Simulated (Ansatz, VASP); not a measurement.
**Cs2B4H in VASP and in Ansatz**

```
Cs B H
1.0
     3.11133    0.00000    0.00000
     0.00000    3.11133    0.00000
     0.00000    0.00000   12.95320
Cs B H
2 4 1
Direct
  0.50000 0.50000 0.50000
  0.00000 0.00000 0.00000
  0.50000 0.50000 0.74188
  0.50000 0.50000 0.25812
  0.00000 0.00000 0.73469
  0.00000 0.00000 0.26531
  0.50000 0.50000 0.00000
```

Alike in both runs: functional PBE; k mesh 6 × 6 × 2; occupations gaussian, width 0.1 eV; no spin polarisation.

Ansatz relaxed the structure, and its values are those at the end. VASP's run is a single point on that final structure, the one shown.

|  | VASP | Ansatz |
| --- | --- | --- |
| version | VASP 6.6.1 | Ansatz 0.2.0 |
| potentials or method | VASP PAW PBE potentials, release 64 (Cs_sv, B, H), cutoff 520 eV | scalar-relativistic, plane waves, PAW |
| valence electrons in the cell | 31 | 31 |

VASP gave:

- gap on the k mesh at the Fermi level (eV): none
- pressure (GPa): 0.5
- rms of the force components (eV/Å): 0.006

**Question.** Which values does Ansatz return?

**Answer.** gap on the k mesh at the Fermi level (eV): none; pressure (GPa): 0.0; rms of the force components (eV/Å): 0.002.

A gap of «none» marks a metal or a gap that the smearing closes.

Spin-orbit coupling is off throughout.
